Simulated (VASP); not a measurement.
Input of a VASP 6.6.1 run:

The input INCAR:

```
PREC = Accurate
ENCUT = 520
EDIFF = 1E-6
ISMEAR = 0
SIGMA = 0.05
LREAL = F
LASPH = T
NELM = 100
ALGO = Normal
ISIF = 2
LWAVE = F
LCHARG = F
GGA = PE
IVDW = 12
NBANDS = 6
```

File KPOINTS:

```
Automatic mesh
0
Gamma
  10 10 26
```

POSCAR

```
H
1.0
    2.7158797074      0.0000000000      0.0000000000
    0.0000000000      2.7158797074      0.0000000000
    0.0000000000      0.0000000000      0.9804929200
H
1
Direct
    0.0000000000      0.0000000000      0.5000000000
```

Potentials or basis: VASP PAW PBE potentials, release 64 (H).

Command:

```bash
$ cat potpaw_PBE.64/H/POTCAR > POTCAR
$ mpirun -np 1 vasp_std > vasp.out
```

Question: Predict the pressure.

Answer: 0.7 GPa.

Question: Estimate the dispersion energy per atom.

Answer: -0.069 eV.

Stress tensor (GPa, compression positive):
```
-0.02  0.00  0.00
 0.00 -0.02  0.00
 0.00  0.00  2.02
```

Caveat: the cell differs from its parent crystal (strain +0.025 along x and y, +0.000 along z); pairwise dispersion overbinds metals, which lowers pressure and volume.
